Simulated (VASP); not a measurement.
# SrTiO3 (Pm-3m) in VASP: notebook, part 2 of 2

VASP 6.6.1.

## 3. Single point, PBE

INCAR

```
PREC     = Accurate       # precision mode
ENCUT    = 600            # plane-wave cutoff, eV
EDIFF    = 1E-6           # SCF threshold, eV
ISMEAR   = -1             # smearing method
SIGMA    = 0.05           # smearing width, eV
LREAL    = Auto         
LASPH    = True           # aspherical terms in the spheres
NELM     = 120            # most SCF steps
ALGO     = Normal         # electronic algorithm
ISIF     = 2              # what is computed and relaxed
LWAVE    = False          # write WAVECAR
LCHARG   = False          # write CHGCAR
GGA      = PE             # functional
NBANDS   = 186            # bands
ISYM     = 0            
GGA_COMPAT= False
```

KPOINTS

```
Automatic mesh
0
Gamma
  1 1 1
  0.25 0.25 0.25
```

POSCAR

```
SrTiO3
1.0
    7.7828210000      0.0000000000      0.0000000000
    0.0000000000      7.7828210000      0.0000000000
    0.0000000000      0.0000000000      7.7828210000
Sr Ti O
8 8 24
Direct
    0.0000000000      0.0000000000      0.0000000000
    0.0000000000      0.0000000000      0.5000000000
    0.0000000000      0.5000000000      0.0000000000
    0.0000000000      0.5000000000      0.5000000000
    0.5000000000      0.0000000000      0.0000000000
    0.5000000000      0.0000000000      0.5000000000
    0.5000000000      0.5000000000      0.0000000000
    0.5000000000      0.5000000000      0.5000000000
    0.2500000000      0.2500000000      0.2500000000
    0.2500000000      0.2500000000      0.7500000000
    0.2500000000      0.7500000000      0.2500000000
    0.2500000000      0.7500000000      0.7500000000
    0.7500000000      0.2500000000      0.2500000000
    0.7500000000      0.2500000000      0.7500000000
    0.7500000000      0.7500000000      0.2500000000
    0.7500000000      0.7500000000      0.7500000000
    0.2500000000      0.2500000000      0.0000000000
    0.2500000000      0.2500000000      0.5000000000
    0.2500000000      0.7500000000      0.0000000000
    0.2500000000      0.7500000000      0.5000000000
    0.7500000000      0.2500000000      0.0000000000
    0.7500000000      0.2500000000      0.5000000000
    0.7500000000      0.7500000000      0.0000000000
    0.7500000000      0.7500000000      0.5000000000
    0.0000000000      0.2500000000      0.2500000000
    0.0000000000      0.2500000000      0.7500000000
    0.0000000000      0.7500000000      0.2500000000
    0.0000000000      0.7500000000      0.7500000000
    0.5000000000      0.2500000000      0.2500000000
    0.5000000000      0.2500000000      0.7500000000
    0.5000000000      0.7500000000      0.2500000000
    0.5000000000      0.7500000000      0.7500000000
    0.2500000000      0.0000000000      0.2500000000
    0.2500000000      0.0000000000      0.7500000000
    0.2500000000      0.5000000000      0.2500000000
    0.2500000000      0.5000000000      0.7500000000
    0.7500000000      0.0000000000      0.2500000000
    0.7500000000      0.0000000000      0.7500000000
    0.7500000000      0.5000000000      0.2500000000
    0.7500000000      0.5000000000      0.7500000000
```

Potentials or basis: VASP PAW PBE potentials, release 64 (Sr_sv, Ti_sv, O).

Command:

```sh
$ cat potpaw_PBE.64/Sr_sv/POTCAR potpaw_PBE.64/Ti_sv/POTCAR potpaw_PBE.64/O/POTCAR > POTCAR
$ mpirun -np 1 vasp_std > vasp.out
```

OUTCAR:

```text
PREC = Accurate
   ENCUT = 600
   EDIFF = 1E-6
   ISMEAR = -1
   LREAL = Auto
   LASPH = True
   NELM = 120
   ISIF = 2
   GGA = PE
   ISYM = 0

 ion  position               nearest neighbor table
   1  0.000  0.000  0.000-  17 2.75  19 2.75  21 2.75  23 2.75  25 2.75  26 2.75  27 2.75  28 2.75
                            33 2.75  34 2.75  37 2.75  38 2.75  13 3.37  14 3.37  15 3.37  16 3.37
   2  0.000  0.000  0.500-  18 2.75  20 2.75  22 2.75  24 2.75  25 2.75  26 2.75  27 2.75  28 2.75
                            33 2.75  34 2.75  37 2.75  38 2.75  13 3.37  14 3.37  15 3.37  16 3.37
   3  0.000  0.500  0.000-  17 2.75  19 2.75  21 2.75  23 2.75  25 2.75  26 2.75  27 2.75  28 2.75
                            35 2.75  36 2.75  39 2.75  40 2.75  13 3.37  14 3.37  15 3.37  16 3.37
   4  0.000  0.500  0.500-  18 2.75  20 2.75  22 2.75  24 2.75  25 2.75  26 2.75  27 2.75  28 2.75
                            35 2.75  36 2.75  39 2.75  40 2.75  13 3.37  14 3.37  15 3.37  16 3.37
   5  0.500  0.000  0.000-  17 2.75  19 2.75  21 2.75  23 2.75  29 2.75  30 2.75  31 2.75  32 2.75
                            33 2.75  34 2.75  37 2.75  38 2.75  13 3.37  14 3.37  15 3.37  16 3.37
   6  0.500  0.000  0.500-  18 2.75  20 2.75  22 2.75  24 2.75  29 2.75  30 2.75  31 2.75  32 2.75
                            33 2.75  34 2.75  37 2.75  38 2.75  13 3.37  14 3.37  15 3.37  16 3.37
   7  0.500  0.500  0.000-  17 2.75  19 2.75  21 2.75  23 2.75  29 2.75  30 2.75  31 2.75  32 2.75
                            35 2.75  36 2.75  39 2.75  40 2.75  13 3.37  14 3.37  15 3.37  16 3.37
   8  0.500  0.500  0.500-  18 2.75  20 2.75  22 2.75  24 2.75  29 2.75  30 2.75  31 2.75  32 2.75
                            35 2.75  36 2.75  39 2.75  40 2.75  13 3.37  14 3.37  15 3.37  16 3.37
   9  0.250  0.250  0.250-  17 1.95  18 1.95  25 1.95  29 1.95  33 1.95  35 1.95   7 3.37   8 3.37
[... 37 lines left out ...]
  39  0.750  0.500  0.250-  13 1.95  15 1.95   7 2.75   8 2.75   3 2.75   4 2.75
  40  0.750  0.500  0.750-  14 1.95  16 1.95   7 2.75   8 2.75   3 2.75   4 2.75

IMPORTANT INFORMATION: All symmetrisations will be switched off!
NOSYMM: (Re-)initialisation of all symmetry stuff for point group C_1.

----------------------------------------------------------------------------------------

                                     Primitive cell

  volume of cell :     471.4234

[... 175 lines left out ...]
  energy-cutoff  :      600.00
  volume of cell :      471.42
 maximum number of plane-waves:     15705
 NGX is ok and might be reduce to    64
   NGX = 31   NGY = 31   NGZ = 31

 number of electron     319.9999866 magnetization

 Free energy of the ion-electron system (eV)
  ---------------------------------------------------
  ext. energy  EPLUGINS =         0.00000000
  ---------------------------------------------------
  free energy    TOTEN  =      -320.59988671 eV

  energy without entropy =     -320.59988671  energy(sigma->0) =     -320.59988671

 E-fermi :   5.4598     XC(G=0): -11.3257

 val. band max:        4.0547132397   @ k =   0.2500   0.2500   0.2500
 cond. band min:       6.6811461694   @ k =  -0.2500   0.2500   0.2500
 fundamental gap:      2.6264329297
 Fermi energy:         5.4598119045

 k-point     1 :       0.2500    0.2500    0.2500
  band No.  band energies     occupation
      1     -52.1542      2.00000
      2     -52.1530      2.00000
      3     -52.1530      2.00000
      4     -52.1530      2.00000
      5     -52.1519      2.00000
      6     -52.1519      2.00000
[... 689 lines left out ...]
    171       7.8836      0.00000
    172       7.8836      0.00000
 [bands above 172 left out]

------------------------ aborting loop because EDIFF is reached ----------------------------------------

  FORCE on cell =-STRESS in cart. coord.  units (eV):
  Direction    XX          YY          ZZ          XY          YZ          ZX
  --------------------------------------------------------------------------------------
  -------------------------------------------------------------------------------------
  Total       19.9416428     19.9419060     19.9407280      0.0000084     -0.0000031      0.0000052
  in kB       67.7735740     67.7744687     67.7704649      0.0000285     -0.0000107      0.0000176
  external PRESSURE =      67.7728359 kB  Pullay stress =       0.0000000 kB

 VOLUME and BASIS-vectors are now :
 -----------------------------------------------------------------------------
  energy-cutoff  :      600.00
  volume of cell :      471.42
      direct lattice vectors                 reciprocal lattice vectors
     7.782821000  0.000000000  0.000000000     0.128488115  0.000000000  0.000000000
     0.000000000  7.782821000  0.000000000     0.000000000  0.128488115  0.000000000
     0.000000000  0.000000000  7.782821000     0.000000000  0.000000000  0.128488115

 POSITION                                       TOTAL-FORCE (eV/Angst)
 -----------------------------------------------------------------------------------
      0.00000      0.00000      0.00000        -0.000019      0.000002     -0.000040
      0.00000      0.00000      3.89141         0.000013      0.000005      0.000026
      0.00000      3.89141      0.00000        -0.000020      0.000004     -0.000001
      0.00000      3.89141      3.89141        -0.000008      0.000015      0.000004
      3.89141      0.00000      0.00000         0.000005      0.000020      0.000007
      3.89141      0.00000      3.89141        -0.000025      0.000009     -0.000004
[... 32 lines left out ...]
      5.83712      3.89141      1.94571        -0.000000      0.000028      0.000014
      5.83712      3.89141      5.83712        -0.000023     -0.000045     -0.000011
 -----------------------------------------------------------------------------------
    total drift:                                0.000050     -0.000100     -0.000065

  FREE ENERGIE OF THE ION-ELECTRON SYSTEM (eV)
  ---------------------------------------------------
  free  energy   TOTEN  =      -320.5998867095 eV

  energy  without entropy=     -320.5998867094  energy(sigma->0) =     -320.59988671
```

Run time: 18 min. Hardware: 1 thread of Oxide Virtual Turin-like, shared host; peak memory 0.7 GiB.

What came out:

```yaml
Free_energy: -320.5999 eV
Pressure: 6.8 GPa
Band_gap_on_the_k_mesh: 2.63 eV
```

Caveat: the cell stands under pressure; a shifted mesh leaves out Γ, where band edges can lie.
